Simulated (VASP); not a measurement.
# ZnInC2N2 (P-1) in VASP: notebook, part 2 of 2

VASP 6.6.1. The steps go on from the part before.

## Step 3: Single point, PBE

This run uses another cell than the first one, of 16.10 Å³/atom.

The input, INCAR:

```
PREC = Accurate
ENCUT = 520
EDIFF = 1E-7
ISMEAR = 0
SIGMA = 0.1
LREAL = F
LASPH = T
NELM = 100
ALGO = Normal
ISIF = 2
LWAVE = F
LCHARG = T
GGA = PE
LELF = T
LVHAR = T
NBANDS = 30
```

The input, KPOINTS:

```
Automatic mesh
0
Gamma
  6 4 4
```

The input, POSCAR:

```
ZnInC2N2
1.0
    3.2249213356     -0.0503594087     -0.0043078287
    0.1756845234      4.2618451416     -0.0141377484
    0.2412225771      0.0171428658      7.0218648719
Zn In C N
1 1 2 2
Direct
    0.0000000000      0.0000000000      0.5000000000
    0.0000000000      0.0000000000      0.0000000000
    0.0163933823      0.3436669225      0.7072150136
    0.9836066177      0.6563330775      0.2927849864
    0.0179016191      0.6229366839      0.7174391008
    0.9820983809      0.3770633161      0.2825608992
```

Potentials or basis: VASP PAW PBE potentials, release 64 (Zn, In_d, C, N).

Started as:

```
$ cat potpaw_PBE.64/Zn/POTCAR potpaw_PBE.64/In_d/POTCAR potpaw_PBE.64/C/POTCAR potpaw_PBE.64/N/POTCAR > POTCAR
$ mpirun -np 1 vasp_std > vasp.out
```

OUTCAR:

```text
PREC = Accurate
   ENCUT = 520
   EDIFF = 1E-7
   ISMEAR = 0
   LREAL = F
   LASPH = T
   NELM = 100
   ISIF = 2
   GGA = PE

 ion  position               nearest neighbor table
   1  0.000  0.000  0.500-   3 2.07   4 2.07   5 2.22   6 2.22   2 3.51   2 3.51
   2  0.000  0.000  0.000-   3 2.53   4 2.53   5 2.55   6 2.55   1 3.51   1 3.51
   3  0.016  0.344  0.707-   5 1.19   1 2.07   2 2.53
   4  0.984  0.656  0.293-   6 1.19   1 2.07   2 2.53
   5  0.018  0.623  0.717-   3 1.19   1 2.22   2 2.55
   6  0.982  0.377  0.283-   4 1.19   1 2.22   2 2.55

  LATTYP: Found a triclinic cell.
 ALAT       =     3.2253173872
 B/A-ratio  =     2.1783989256
 C/A-ratio  =     1.3225018230
 COS(alpha) =     0.0005394146
 COS(beta)  =     0.0255863575
 COS(gamma) =     0.0329555596

  Lattice vectors:

 A1 = (  -3.2249213356,   0.0503594087,   0.0043078287)
 A2 = (  -0.2412225771,  -0.0171428658,  -7.0218648719)
 A3 = (  -0.1756845234,  -4.2618451416,   0.0141377484)

Analysis of symmetry for initial positions (statically):
=====================================================================
[... 184 lines left out ...]
 fundamental gap:      0.0122228770
 Fermi energy:         3.2013966358

 k-point     1 :       0.0000    0.0000    0.0000
  band No.  band energies     occupation
      1     -15.6372      2.00000
      2     -15.3522      2.00000
      3     -11.3403      2.00000
      4     -11.2551      2.00000
      5     -11.1851      2.00000
      6     -11.0653      2.00000
[... 781 lines left out ...]
     29      10.1897      0.00000
     30      10.4907      0.00000

 [... further k-points ...]

------------------------ aborting loop because EDIFF is reached ----------------------------------------

  FORCE on cell =-STRESS in cart. coord.  units (eV):
  Direction    XX          YY          ZZ          XY          YZ          ZX
  --------------------------------------------------------------------------------------
  -------------------------------------------------------------------------------------
  Total       -0.0195522      0.8081098      0.1123819     -0.0106684      0.0604292      0.0132130
  in kB       -0.3243649     13.4062733      1.8643782     -0.1769846      1.0025008      0.2191987
  external PRESSURE =       4.9820955 kB  Pullay stress =       0.0000000 kB

 VOLUME and BASIS-vectors are now :
 -----------------------------------------------------------------------------
  energy-cutoff  :      520.00
  volume of cell :       96.58
      direct lattice vectors                 reciprocal lattice vectors
     3.224921336 -0.050359409 -0.004307829     0.309870885 -0.012808906 -0.010613743
     0.175684523  4.261845142 -0.014137748     0.003660745  0.234486932 -0.000698224
     0.241222577  0.017142866  7.021864872     0.000197473  0.000464255  0.142404393

 POSITION                                       TOTAL-FORCE (eV/Angst)
 -----------------------------------------------------------------------------------
      0.12061      0.00857      3.51093         0.000000      0.000000      0.000000
      0.00000      0.00000      0.00000         0.000000     -0.000000     -0.000000
      0.28384      1.47595      4.96104        -0.013556     -0.287664      0.000549
      3.35799      2.75268      2.04238         0.013556      0.287664     -0.000549
      0.34023      2.66626      5.02888         0.016965      0.299781      0.021531
      3.30159      1.56237      1.97454        -0.016965     -0.299781     -0.021531
 -----------------------------------------------------------------------------------
    total drift:                                0.000000     -0.000000     -0.000000

  FREE ENERGIE OF THE ION-ELECTRON SYSTEM (eV)
  ---------------------------------------------------
  free  energy   TOTEN  =       -35.7853771737 eV

  energy  without entropy=      -35.7753518126  energy(sigma->0) =      -35.78036449
```

OSZICAR:

```text
N       E                     dE             d eps       ncg     rms          rms(c)
DAV:   1     0.396177775682E+03    0.39618E+03   -0.19822E+04  3128   0.166E+03
DAV:   2     0.164617255071E+02   -0.37972E+03   -0.35846E+03  3344   0.424E+02
DAV:   3    -0.378314801756E+02   -0.54293E+02   -0.53067E+02  3864   0.160E+02
DAV:   4    -0.405833962049E+02   -0.27519E+01   -0.27251E+01  3732   0.372E+01
DAV:   5    -0.406847817528E+02   -0.10139E+00   -0.10135E+00  4476   0.735E+00    0.128E+01
DAV:   6    -0.359300765422E+02    0.47547E+01   -0.10381E+01  4808   0.470E+01    0.813E+00
DAV:   7    -0.358071878089E+02    0.12289E+00   -0.36673E+00  3554   0.124E+01    0.380E+00
DAV:   8    -0.357870973078E+02    0.20091E-01   -0.23776E-01  3896   0.340E+00    0.173E+00
DAV:   9    -0.357844533197E+02    0.26440E-02   -0.26401E-02  3672   0.142E+00    0.406E-01
DAV:  10    -0.357850394332E+02   -0.58611E-03   -0.56261E-03  3836   0.112E+00    0.204E-01
DAV:  11    -0.357852470446E+02   -0.20761E-03   -0.10463E-03  3986   0.324E-01    0.119E-01
DAV:  12    -0.357853597895E+02   -0.11274E-03   -0.26671E-04  3900   0.107E-01    0.403E-02
DAV:  13    -0.357853781981E+02   -0.18409E-04   -0.42835E-05  3708   0.676E-02    0.153E-02
DAV:  14    -0.357853763983E+02    0.17998E-05   -0.10682E-05  3676   0.306E-02    0.700E-03
DAV:  15    -0.357853771551E+02   -0.75680E-06   -0.21973E-06  3500   0.118E-02    0.238E-03
DAV:  16    -0.357853771737E+02   -0.18611E-07   -0.66107E-07  3812   0.633E-03
   1 F= -.35785377E+02 E0= -.35780364E+02  d E =-.100254E-01
```

stdout:

```text
POSCAR found type information on POSCAR ZnInC N
 POSCAR found :  4 types and       6 ions
 scaLAPACK will be used
 LDA part: xc-table for (Slater+PW92), standard interpolation
 POSCAR, INCAR and KPOINTS ok, starting setup
 FFT: planning ... GRIDC
 FFT: planning ... GRID_SOFT
 FFT: planning ... GRID
 WAVECAR not read
 entering main loop
```

Wall time 2.1 min (1 thread of Intel Xeon 6975P-C (Granite Rapids), shared host); peak memory 0.29 GiB.

What came out:

```yaml
Free_energy: -35.7854 eV
Pressure: 0.5 GPa
Largest_force: 0.301 eV/Å
Band_gap_on_the_k_mesh: zero (an odd number of electrons rules out a gap without spin polarisation)
```

Forces in eV/Å, atoms in the order of the input:
```
Zn   0.000  0.000  0.000
In   0.000  0.000  0.000
C   -0.014 -0.288  0.001
C    0.014  0.288 -0.001
N    0.017  0.300  0.022
N   -0.017 -0.300 -0.022
```

Caveat: the k points lie up to 0.37 Å⁻¹ apart, too coarse for converged energies and pressures of a metal; spin-orbit coupling is left out, which moves the levels of the heavy elements.

## Step 4: Single point, PBE

This run uses another cell than the first one, of 21.80 Å³/atom.

The input, INCAR:

```
ALGO     = Normal         # electronic algorithm
EDIFF    = 1E-6           # SCF threshold, eV
ENCUT    = 520            # plane-wave cutoff, eV
GGA      = PE             # functional
ISIF     = 2              # what is computed and relaxed
ISMEAR   = 0              # smearing method
LASPH    = True           # aspherical terms in the spheres
LCHARG   = True           # write CHGCAR
LELF     = True           # ELF
LREAL    = False          # projectors in reciprocal space
LVHAR    = True         
LWAVE    = False          # write WAVECAR
NBANDS   = 30             # bands
NELM     = 100            # most SCF steps
PREC     = Accurate       # precision mode
SIGMA    = 0.1            # smearing width, eV
```

The input, KPOINTS:

```
k-points
0
Gamma
  6 4 2
```

The input, POSCAR:

```
ZnInC2N2
1.0
    3.9257213800      0.0000000000      0.0000000000
    1.3651804300      4.1535458500      0.0000000000
    0.1632985700      1.9411947000      8.0233917700
Zn In C N
1 1 2 2
Direct
    0.5000000000      0.5000000000      0.5000000000
    0.0000000000      0.0000000000      0.0000000000
    0.8067973400      0.1932026600      0.1932026600
    0.1932026600      0.8067973400      0.8067973400
    0.6938302600      0.3061697400      0.3061697400
    0.3061697400      0.6938302600      0.6938302600
```

Started as:

```
$ cat potpaw_PBE.64/Zn/POTCAR potpaw_PBE.64/In_d/POTCAR potpaw_PBE.64/C/POTCAR potpaw_PBE.64/N/POTCAR > POTCAR
$ mpirun -np 1 vasp_std > vasp.out
```

It took 3.9 min on 1 thread of Intel Xeon 6975P-C (Granite Rapids), shared host; peak memory 0.31 GiB.

Results (log left out):

```yaml
Free_energy: -31.8884 eV
Pressure: 2.0 GPa
Largest_force: 3.030 eV/Å
Band_gap_on_the_k_mesh: zero (an odd number of electrons rules out a gap without spin polarisation)
```

Forces in eV/Å, atoms in the order of the input:
```
Zn   0.000  0.000  0.000
In   0.000  0.000  0.000
C    0.539 -0.938 -1.197
C   -0.539  0.938  1.197
N   -0.770  1.635  2.432
N    0.770 -1.635 -2.432
```

Stress tensor (GPa, compression positive):
```
-2.97 -1.20 -1.57
-1.20  3.59  3.66
-1.57  3.66  5.36
```

Levels at points of the mesh, in eV from the Fermi level:
| k point | band 19 | band 20 | band 21 | band 22 | band 23 | band 24 |
| --- | --- | --- | --- | --- | --- | --- |
| (0.00, 0.00, 0.00) | -5.52 | -5.34 | -0.37 | -0.33 | 1.24 | 1.36 |
| (0.50, 0.00, 0.00) | -5.67 | -5.62 | -0.82 | 0.18 | 0.66 | 1.15 |
| (0.00, 0.50, 0.00) | -5.53 | -5.48 | -0.21 | 0.12 | 0.24 | 1.47 |
| (0.50, 0.50, 0.00) | -5.75 | -5.70 | -1.29 | -0.37 | 0.85 | 1.27 |
| (0.00, 0.00, 0.50) | -5.45 | -5.41 | -0.17 | 0.40 | 0.59 | 1.07 |
| (0.50, 0.00, 0.50) | -5.74 | -5.49 | -1.16 | 0.51 | 0.61 | 1.24 |
| (0.00, 0.50, 0.50) | -5.65 | -5.34 | -0.56 | -0.16 | 0.74 | 1.26 |
| (0.50, 0.50, 0.50) | -5.77 | -5.70 | -0.93 | 0.01 | 0.25 | 0.99 |

Caveat: the k points lie up to 0.39 Å⁻¹ apart, too coarse for converged energies and pressures of a metal; spin-orbit coupling is left out, which moves the levels of the heavy elements; forces of over 1 eV/Å act on the atoms, so gaps and moduli don't describe the material at rest.

## Step 5: Relaxation of cell and atoms, PBE

This run uses another cell than the first one, of the same volume but with other edges.

The input, INCAR:

```
ALGO = Normal
EDIFF = 1E-7
EDIFFG = -0.04
ENCUT = 600
GGA = PE
IBRION = 2
ISIF = 3
ISMEAR = 0
LASPH = T
LCHARG = F
LREAL = F
LWAVE = F
NELM = 100
NSW = 90
PREC = Accurate
SIGMA = 0.1
```

The input, KPOINTS:

```
k-points
0
Gamma
  6 4 4
```

The input, POSCAR:

```
ZnInC2N2
1.0
    3.2396331858      0.0000000000      0.0000000000
    0.2428537384      4.2500655926      0.0000000000
    0.2521831800      0.0432546067      6.8758479540
Zn In C N
1 1 2 2
Direct
    0.0000000000      0.0000000000      0.5000000000
    0.0000000000      0.0000000000      0.0000000000
    0.0097653059      0.3421739824      0.7107069988
    0.9902346941      0.6578260176      0.2892930012
    0.0108832696      0.6228621643      0.7212187402
    0.9891167304      0.3771378357      0.2787812598
```

Started as:

```
$ cat potpaw_PBE.64/Zn/POTCAR potpaw_PBE.64/In_d/POTCAR potpaw_PBE.64/C/POTCAR potpaw_PBE.64/N/POTCAR > POTCAR
$ mpirun -np 1 vasp_std > vasp.out
```

Wall time 25 min (1 thread of Intel Xeon 6975P-C (Granite Rapids), shared host); peak memory 0.35 GiB.

Results (log left out):

```
Free energy                           : -35.7874 eV
Relaxed volume                        : 16.05 Å³/atom
Relaxed cell                          : a = 3.223 Å, b = 4.261 Å, c = 7.025 Å, α = 90.17°, β = 88.14°, γ = 87.37°
Space group after relaxing (to 0.1 Å) : P-1 (No. 2)
Energy gained by relaxing             : 2.0 meV/atom
Ionic steps                           : 15
Pressure after relaxing               : 0.0 GPa
Largest force after relaxing          : 0.040 eV/Å
Band gap on the k mesh                : zero (an odd number of electrons rules out a gap without spin polarisation)
```

Forces on the atoms (eV/Å):
```
Zn   0.000  0.000  0.000
In   0.000  0.000  0.000
C    0.004  0.002 -0.040
C   -0.004 -0.002  0.040
N    0.007  0.017 -0.030
N   -0.007 -0.017  0.030
```

Stress tensor (GPa, compression positive):
```
 0.01 -0.14 -0.05
-0.14  0.25  0.20
-0.05  0.20 -0.18
```

The path:
```
step  energy change (eV)  largest force (eV/Å)  pressure (GPa)  volume (Å³)
   1              0.0000                0.0801            0.81        94.67
   2              0.0036                0.9365           -1.23        95.77
   3             -0.0023                0.3393            0.01        95.09
   4             -0.0051                0.2442           -0.03        95.38
   5             -0.0087                0.0912           -0.13        96.24
   6             -0.0091                0.0824           -0.15        96.25
   7             -0.0100                0.0706           -0.17        96.27
   8             -0.0112                0.1176           -0.23        96.32
   9             -0.0106                0.2875           -0.33        96.41
  10             -0.0115                0.1724           -0.26        96.35
  11             -0.0117                0.1046           -0.14        96.34
  12             -0.0119                0.0450            0.00        96.32
  13             -0.0119                0.0447            0.02        96.32
  14             -0.0119                0.0434            0.02        96.32
  15             -0.0121                0.0400            0.02        96.32
```

Final structure:
```
CELL_PARAMETERS angstrom
3.22296 -0.01738 -0.00532
0.21868 4.25521 -0.02336
0.23928 0.00486 7.02079
ATOMIC_POSITIONS crystal
Zn 0.00000 0.00000 0.50000
In 0.00000 0.00000 0.00000
C 0.01148 0.34247 0.70953
C 0.98852 0.65753 0.29047
N 0.01117 0.62298 0.71919
N 0.98883 0.37702 0.28081
```

Levels at points of the mesh, in eV from the Fermi level:
```csv
k point,band 19,band 20,band 21,band 22,band 23,band 24
"(0.00, 0.00, 0.00)",-3.96,-3.63,-1.40,0.09,2.62,4.36
"(0.50, 0.00, 0.00)",-4.96,-4.45,-0.30,0.83,0.91,1.42
"(0.00, 0.50, 0.00)",-3.70,-3.63,-2.89,0.87,1.32,2.30
"(0.50, 0.50, 0.00)",-3.96,-2.54,-2.40,-1.69,0.94,1.47
"(0.00, 0.00, 0.50)",-3.91,-3.68,-1.24,1.40,1.63,3.17
"(0.50, 0.00, 0.50)",-4.81,-4.77,-0.19,0.76,1.44,2.40
"(0.00, 0.50, 0.50)",-3.64,-3.55,-2.99,-1.59,2.68,3.51
"(0.50, 0.50, 0.50)",-3.61,-2.57,-1.35,-0.99,-0.83,-0.28
```

Caveat: the k points lie up to 0.37 Å⁻¹ apart in the final cell, too coarse for converged energies and pressures of a metal; spin-orbit coupling is left out, which moves the levels of the heavy elements.

## Step 6: Summary

```csv
task,cell,k mesh,cutoff (eV),gap on the mesh (eV),pressure (GPa),largest force (eV/Å)
single point,"a = 3.240, b = 5.200, c = 8.061 Å, angles 64.7, 89.9, 54.8°, 6 atoms, atomic positions A",6 × 4 × 2,520,none,0.4,0.24
single point,"a = 3.225, b = 4.265, c = 7.026 Å, angles 90.0, 88.1, 88.5°, 6 atoms, atomic positions B",6 × 4 × 4,520,none,0.5,0.30
single point,"a = 3.926, b = 4.372, c = 8.256 Å, angles 76.7, 88.9, 71.8°, 6 atoms, atomic positions C",6 × 4 × 2,520,none,2.0,3.03
relaxation of cell and atoms,"relaxed from a = 3.240, b = 4.257, c = 6.881 Å, angles 89.5, 87.9, 86.7°, 6 atoms, atomic positions D",6 × 4 × 4,600,none,0.0,0.04
```

Alike in all rows: level PBE; potentials or basis VASP PAW PBE potentials, release 64 (Zn, In_d, C, N); no spin polarisation; smearing gaussian 0.1 eV.

Caveats: all runs use coarse meshes; spin-orbit coupling is left out, which moves the levels of the heavy elements; forces of over 1 eV/Å act on the atoms, so gaps and moduli don't describe the material at rest (at least some runs).

Total energies depend on the potentials used, so only differences within one code and one set of settings carry meaning.

The gap in the log of VASP goes by the Fermi energy; the results here count the filled bands.